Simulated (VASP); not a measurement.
# Hf (P6_3/mmc) in VASP: a series of runs

Aim: see how the results for Hf move with the level of theory and the settings. Levels: r2SCAN, PBE+D4, RPBE. Tasks: single point, relaxation of cell and atoms.

All numbers are computed with VASP 6.6.1; they aren't measurements. Logs are shortened: lines on timing, memory, paths and dates and some standing lists are left out, and cuts for length are marked.

### 1 The cell of the first run

It takes space group P6_3/mmc (No. 194, hexagonal). The conventional cell has a = 3.199 Å, b = 3.199 Å, c = 5.053 Å, α = 90.00°, β = 90.00°, γ = 120.00°. Hf (site symmetry -6m2) has 12 Hf at 3.13 to 3.20 Å within 4.1 Å.

### 2 Single point, r2SCAN

File POSCAR:

```
Hf
1.0
    3.1987569127      0.0000000000      0.0000000000
   -1.5993784563      2.7702047469      0.0000000000
    0.0000000000      0.0000000000      5.0528756989
Hf
2
Direct
    0.3333333333      0.6666666667      0.2500000000
    0.6666666667      0.3333333333      0.7500000000
```

File INCAR.step1:

```
SYSTEM = Hf
  PREC = Accurate
  ENCUT = 550
  ISMEAR = -1
  SIGMA = 0.15
  LREAL = .FALSE.
  LASPH = .TRUE.
  NELM = 120
  NBANDS = 17
  GGA = PE
  ALGO = Normal
  EDIFF = 1E-5
  LWAVE = .TRUE.
  LCHARG = .FALSE.
  GGA_COMPAT = .FALSE.
```

File INCAR.step2:

```
SYSTEM = Hf
  PREC = Accurate
  ENCUT = 550
  EDIFF = 1E-6
  ISMEAR = -1
  SIGMA = 0.15
  LREAL = .FALSE.
  LASPH = .TRUE.
  NELM = 120
  ALGO = Normal
  ISIF = 2
  LWAVE = .FALSE.
  LCHARG = .FALSE.
  METAGGA = R2SCAN
  LMIXTAU = .TRUE.
  NBANDS = 17
  ISTART = 1
  GGA_COMPAT = .FALSE.
```

File KPOINTS:

```
regular mesh
0
G
  13 13 7
  0 0 0
```

Potentials or basis: VASP PAW PBE potentials, release 64 (Hf_pv).

On the command line:

```sh
> cat potpaw_PBE.64/Hf_pv/POTCAR > POTCAR
> cp INCAR.step1 INCAR
> mpirun -np 1 vasp_std > vasp.out
> cp INCAR.step2 INCAR
> mpirun -np 1 vasp_std > vasp.out
```

OUTCAR:

```text
SYSTEM = Hf
   PREC = Accurate
   ENCUT = 550
   EDIFF = 1E-6
   ISMEAR = -1
   LREAL = .FALSE.
   LASPH = .TRUE.
   NELM = 120
   ISIF = 2
   METAGGA = R2SCAN
   ISTART = 1

 ion  position               nearest neighbor table
   1  0.333  0.667  0.250-   2 3.13   2 3.13   2 3.13   2 3.13   2 3.13   2 3.13
   2  0.667  0.333  0.750-   1 3.13   1 3.13   1 3.13   1 3.13   1 3.13   1 3.13

  LATTYP: Found a hexagonal cell.
 ALAT       =     3.1987569127
 C/A-ratio  =     1.5796372894

  Lattice vectors:

 A1 = (   3.1987569127,   0.0000000000,   0.0000000000)
 A2 = (  -1.5993784563,   2.7702047469,   0.0000000000)
 A3 = (   0.0000000000,   0.0000000000,   5.0528756989)

Analysis of symmetry for initial positions (statically):
=====================================================================
 Subroutine PRICEL returns:
 Original cell was already a primitive cell.

 Routine SETGRP: Setting up the symmetry group for a
 hexagonal supercell.

 Subroutine GETGRP returns: Found 24 space group operations
 (whereof 12 operations were pure point group operations)
 out of a pool of 24 trial point group operations.

The static configuration has the point symmetry D_3d.
 The point group associated with its full space group is D_6h.

Analysis of symmetry for dynamics (positions and initial velocities):
=====================================================================
 Subroutine PRICEL returns:
 Original cell was already a primitive cell.

 Routine SETGRP: Setting up the symmetry group for a
 hexagonal supercell.

 Subroutine GETGRP returns: Found 24 space group operations
 (whereof 12 operations were pure point group operations)
 out of a pool of 24 trial point group operations.

The dynamic configuration has the point symmetry D_3d.
 The point group associated with its full space group is D_6h.

 Subroutine INISYM returns: Found 24 space group operations
 (whereof 12 operations are pure point group operations),
 and found     1 'primitive' translations

----------------------------------------------------------------------------------------

                                     Primitive cell

  volume of cell :      44.7746

  direct lattice vectors                    reciprocal lattice vectors
     3.198756913  0.000000000  0.000000000     0.312621442  0.180492074  0.000000000
    -1.599378456  2.770204747  0.000000000     0.000000000  0.360984148  0.000000000
     0.000000000  0.000000000  5.052875699     0.000000000  0.000000000  0.197907105

  length of vectors
     3.198756913  3.198756913  5.052875699     0.360984148  0.360984148  0.197907105

  position of ions in fractional coordinates (direct lattice)
     0.333333333  0.666666667  0.250000000
     0.666666667  0.333333333  0.750000000

  ion indices of the primitive-cell ions
   primitive index   ion index
                 1           1
                 2           2

----------------------------------------------------------------------------------------

 KPOINTS: regular mesh

Automatic generation of k-mesh.
 Grid dimensions read from file:
 generate k-points for:   13   13    7

 Generating k-lattice:

  Cartesian coordinates                     Fractional coordinates (reciprocal lattice)
     0.024047803  0.013884006  0.000000000     0.076923077 -0.000000000  0.000000000
     0.000000000  0.027768011  0.000000000     0.000000000  0.076923077  0.000000000
     0.000000000  0.000000000  0.028272444     0.000000000  0.000000000  0.142857143

  Length of vectors
     0.027768011  0.027768011  0.028272444

  Shift w.r.t. Gamma in fractional coordinates (k-lattice)
     0.000000000  0.000000000  0.000000000

 Subroutine IBZKPT returns following result:
 ===========================================

 Found     84 irreducible k-points:

 Following reciprocal coordinates:
            Coordinates               Weight
  0.000000  0.000000  0.000000      1.000000
  0.076923  0.000000  0.000000      6.000000
  0.153846  0.000000  0.000000      6.000000
  0.230769  0.000000  0.000000      6.000000
  0.307692  0.000000  0.000000      6.000000
  0.384615  0.000000  0.000000      6.000000
[... 16 lines left out ...]
  0.076923  0.000000  0.142857     12.000000
  0.153846  0.000000  0.142857     12.000000
 [... further k-points ...]
   k-points           NKPTS =     84   k-points in BZ     NKDIM =     84   number of bands    NBANDS=     17
   number of dos      NEDOS =    301   number of ions     NIONS =      2
   total plane-waves  NPLWV =  23040
   dimension x,y,z NGX =    24 NGY =   24 NGZ =   40
   dimension x,y,z NGXF=    48 NGYF=   48 NGZF=   80
   ions per type =               2
   NGX,Y,Z   is equivalent  to a cutoff of  12.47, 12.47, 13.16 a.u.
   NGXF,Y,Z  is equivalent  to a cutoff of  24.95, 24.95, 26.32 a.u.
 SYSTEM =  Hf
   PREC   = accura    normal or accurate (medium, high low for compatibility)
   ISTART =      1    job   : 0-new  1-cont  2-samecut
   ICHARG =      0    charge: 1-file 2-atom 10-const
   ISPIN  =      1    spin polarized calculation?
   LNONCOLLINEAR =      F non collinear calculations
   LSORBIT =      F    spin-orbit coupling
   LASPH  =      T    aspherical Exc in radial PAW
   ENCUT  =  550.0 eV  40.42 Ry    6.36 a.u.   6.12  6.12  9.66*2*pi/ulx,y,z
   NELM   =    120;   NELMIN=  2; NELMDL=  0     # of ELM steps
   EDIFF  = 0.1E-05   stopping-criterion for ELM
   LREAL  =      F    real-space projection
   EDIFFG = 0.1E-04   stopping-criterion for IOM
   NSW    =      0    number of steps for IOM
   IBRION =     -1    ionic relax: 0-MD 1-quasi-New 2-CG
   NFREE  =      0    steps in history (QN), initial steepest desc. (CG)
   ISIF   =      2    stress and relaxation
   ISYM   =      2    0-nonsym 1-usesym 2-fastsym
   POTIM  = 0.5000    time-step for ionic-motion
   TEBEG  =    0.0;   TEEND  =   0.0 temperature during run
   PSTRESS=    0.0 pullay stress
   NELECT =      20.0000    total number of electrons
   NUPDOWN=      -1.0000    fix difference up-down
   EMIN   =  10.00;   EMAX   =-10.00  energy-range for DOS
   EFERMI =   0.00;   METHOD = LEGACY
   ISMEAR =    -1;   SIGMA  =   0.15  broadening in eV -4-tet -1-fermi 0-gaus
   EFERMI_NEDOS =   21; number of points for ismear=-14 and -15
   IALGO  =     38    algorithm
   IMIX   =      4    mixing-type and parameters
     AMIX     =   0.40;   BMIX     =  1.00
     AMIX_MAG =   1.60;   BMIX_MAG =  1.00
  volume/ion in A,a.u.               =      22.39       151.08
  Fermi-wavevector in a.u.,A,eV,Ry     =   1.251433  2.364865 21.307873  1.566084
  Thomas-Fermi vector in A             =   2.385381
   LORBIT       =      0    0 simple, 1 ext, 2 COOP (PROOUT), +10 PAW based schemes
   METAGGA = R2SCAN    functional components
   LHFCALC =     F    Hartree Fock is set to
   AEXX    =    0.0000 exact exchange contribution
   IVDW    =     0    specifies the selected vdW correction
   LEPSILON=     F    determine dielectric tensor
   LRPA    =     F    only Hartree local field effects (RPA)
 non-spin polarized calculation
  energy-cutoff  :      550.00
  volume of cell :       44.77
 maximum number of plane-waves:      1327
   NGX = 13   NGY = 13   NGZ = 19

 number of electron      20.0000004 magnetization

 Free energy of the ion-electron system (eV)
  ---------------------------------------------------
  ext. energy  EPLUGINS =         0.00000000
  ---------------------------------------------------
  free energy    TOTEN  =       -90.35588940 eV

  energy without entropy =      -90.23705911  energy(sigma->0) =      -90.29647426

 E-fermi :   4.7931     XC(G=0): -12.1512

 val. band max:        4.7886815650   @ k =   0.0769   0.0000   0.1429
 cond. band min:       4.8015610055   @ k =   0.0000   0.0000   0.4286
 fundamental gap:      0.0128794405
 Fermi energy:         4.7930601590

 k-point     1 :       0.0000    0.0000    0.0000
  band No.  band energies     occupation
      1     -27.4153      2.00000
      2     -26.6542      2.00000
      3     -26.6542      2.00000
      4     -26.5246      2.00000
      5     -26.5246      2.00000
      6     -26.5202      2.00000
[... 9 lines left out ...]
     16       7.7434      0.00000
     17      10.4842      0.00000

 k-point     2 :       0.0769    0.0000    0.0000
  band No.  band energies     occupation
      1     -27.3994      2.00000
      2     -26.6878      2.00000
      3     -26.6655      2.00000
      4     -26.5600      2.00000
      5     -26.5289      2.00000
      6     -26.5274      2.00000
[... 9 lines left out ...]
     16       7.5624      0.00000
     17      10.6292      0.00000

 k-point     3 :       0.1538    0.0000    0.0000
  band No.  band energies     occupation
      1     -27.3535      2.00000
      2     -26.7810      2.00000
      3     -26.6959      2.00000
      4     -26.6559      2.00000
      5     -26.5491      2.00000
      6     -26.5418      2.00000
[... 9 lines left out ...]
     16       7.6785      0.00000
     17      10.9401      0.00000

 k-point     4 :       0.2308    0.0000    0.0000
  band No.  band energies     occupation
      1     -27.2830      2.00000
      2     -26.9127      2.00000
      3     -26.7858      2.00000
      4     -26.7369      2.00000
      5     -26.5854      2.00000
      6     -26.5614      2.00000
[... 9 lines left out ...]
     16       8.4404      0.00000
     17      11.2435      0.00000
[... 343 lines left out ...]
      1     -27.3739      2.00000
      2     -26.6478      2.00000
      3     -26.6478      2.00000
      4     -26.5677      2.00000
      5     -26.5310      2.00000
      6     -26.5310      2.00000
[... 9 lines left out ...]
     16       8.0509      0.00000
     17      10.5664      0.00000

 k-point    23 :       0.0769    0.0000    0.1429
  band No.  band energies     occupation
      1     -27.3601      2.00000
      2     -26.6804      2.00000
      3     -26.6588      2.00000
      4     -26.5995      2.00000
      5     -26.5403      2.00000
      6     -26.5357      2.00000
[... 9 lines left out ...]
     16       7.9305      0.00000
     17      10.6839      0.00000

 k-point    24 :       0.1538    0.0000    0.1429
  band No.  band energies     occupation
      1     -27.3209      2.00000
      2     -26.7706      2.00000
      3     -26.6916      2.00000
      4     -26.6883      2.00000
      5     -26.5606      2.00000
      6     -26.5495      2.00000
[... 9 lines left out ...]
     16       7.8845      0.00000
     17      10.9296      0.00000

 [... further k-points ...]

------------------------ aborting loop because EDIFF is reached ----------------------------------------

  FORCE on cell =-STRESS in cart. coord.  units (eV):
  Direction    XX          YY          ZZ          XY          YZ          ZX
  --------------------------------------------------------------------------------------
  -------------------------------------------------------------------------------------
  Total       -0.1600624     -0.1600624     -0.1814376     -0.0000000      0.0000000      0.0000000
  in kB       -5.7275421     -5.7275421     -6.4924116     -0.0000000      0.0000000      0.0000000
  external PRESSURE =      -5.9824986 kB  Pullay stress =       0.0000000 kB

 VOLUME and BASIS-vectors are now :
 -----------------------------------------------------------------------------
  energy-cutoff  :      550.00
  volume of cell :       44.77
      direct lattice vectors                 reciprocal lattice vectors
     3.198756913  0.000000000  0.000000000     0.312621442  0.180492074  0.000000000
    -1.599378456  2.770204747  0.000000000     0.000000000  0.360984148  0.000000000
     0.000000000  0.000000000  5.052875699     0.000000000  0.000000000  0.197907105

 POSITION                                       TOTAL-FORCE (eV/Angst)
 -----------------------------------------------------------------------------------
     -0.00000      1.84680      1.26322         0.000000     -0.000000      0.000000
      1.59938      0.92340      3.78966         0.000000      0.000000      0.000000
 -----------------------------------------------------------------------------------
    total drift:                               -0.000000      0.000000     -0.000000

  FREE ENERGIE OF THE ION-ELECTRON SYSTEM (eV)
  ---------------------------------------------------
  free  energy   TOTEN  =       -90.3558893973 eV

  energy  without entropy=      -90.2370591148  energy(sigma->0) =      -90.29647426
```

Run time: 88 s. Hardware: 1 thread of Intel Xeon 6975P-C (Granite Rapids), shared host; peak memory 0.21 GiB.

What came out:

```
Free energy            : -90.3559 eV
Pressure               : -0.6 GPa
Band gap on the k mesh : zero (bands 10 and 11 overlap by 1.81 eV)
```

Caveat: the PAW data sets were made with another functional, which shifts forces and pressure a little; spin-orbit coupling is left out, which moves the levels of the heavy elements.

### 3 Relaxation of cell and atoms, PBE+D4

File INCAR:

```
SYSTEM = Hf
PREC = Accurate
ENCUT = 500
EDIFF = 1E-7
ISMEAR = -1
SIGMA = 0.15
LREAL = .FALSE.
LASPH = .TRUE.
NELM = 120
ALGO = Normal
ISIF = 3
LWAVE = .FALSE.
LCHARG = .FALSE.
GGA = PE
IVDW = 13
IBRION = 2
NSW = 100
EDIFFG = -0.005
GGA_COMPAT = .FALSE.
NELMIN = 4
```

File KPOINTS:

```
Automatic mesh
0
G
  13 13 7
  0 0 0
```

File POSCAR:

```
Hf
1.0
    3.1967000000      0.0000000000      0.0000000000
   -1.5983500000      2.7684234100      0.0000000000
    0.0000000000      0.0000000000      5.0578000000
Hf
2
Direct
    0.3333333339      0.6666666679      0.2500000000
    0.6666666661      0.3333333321      0.7500000000
```

Potentials or basis: VASP PAW PBE potentials, release 64 (Hf_pv).

On the command line:

```sh
> cat potpaw_PBE.64/Hf_pv/POTCAR > POTCAR
> mpirun -np 1 vasp_std > vasp.out
```

Wall time 56 s (1 thread of Intel Xeon 6975P-C (Granite Rapids), shared host); peak memory 0.19 GiB.

The run converged. Its results:

* Free energy: -20.3325 eV
* Relaxed volume: 22.17 Å³/atom
* Relaxed cell: a = 3.185 Å, b = 3.185 Å, c = 5.049 Å, α = 90.00°, β = 90.00°, γ = 120.00°
* Space group after relaxing (to 0.1 Å): P6_3/mmc (No. 194)
* Energy gained by relaxing: 0.7 meV/atom
* Ionic steps: 5
* Pressure after relaxing: 0.0 GPa
* Band gap on the k mesh: zero (bands 10 and 11 overlap by 1.58 eV)
* Dispersion energy per atom: -0.211 eV

The path:
```
step  energy change (eV)  largest force (eV/Å)  pressure (GPa)  volume (Å³)
   1              0.0000                0.0000           -1.01        44.76
   2              0.0005                0.0000            1.24        43.86
   3             -0.0014                0.0000            0.02        44.34
   4             -0.0014                0.0000            0.00        44.35
   5             -0.0014                0.0000           -0.01        44.35
```

Final structure:
```yaml
crystal:
  lattice:
    - [3.18468, 0.00000, 0.00000]
    - [-1.59234, 2.75801, 0.00000]
    - [0.00000, 0.00000, 5.04914]
  atoms:
    - { symbol: Hf, position: [0.33333, 0.66667, 0.25000] }
    - { symbol: Hf, position: [0.66667, 0.33333, 0.75000] }
```

Levels at points of the mesh, in eV from the Fermi level:
```tsv
k point	band 6	band 7	band 8	band 9	band 10	band 11	band 12	band 13	band 14
(0.00, 0.00, 0.00)	-30.12	-7.37	-3.70	0.70	1.23	1.23	1.49	2.05	2.05
```

Caveat: spin-orbit coupling is left out, which moves the levels of the heavy elements.

[end of part 1 of 2]
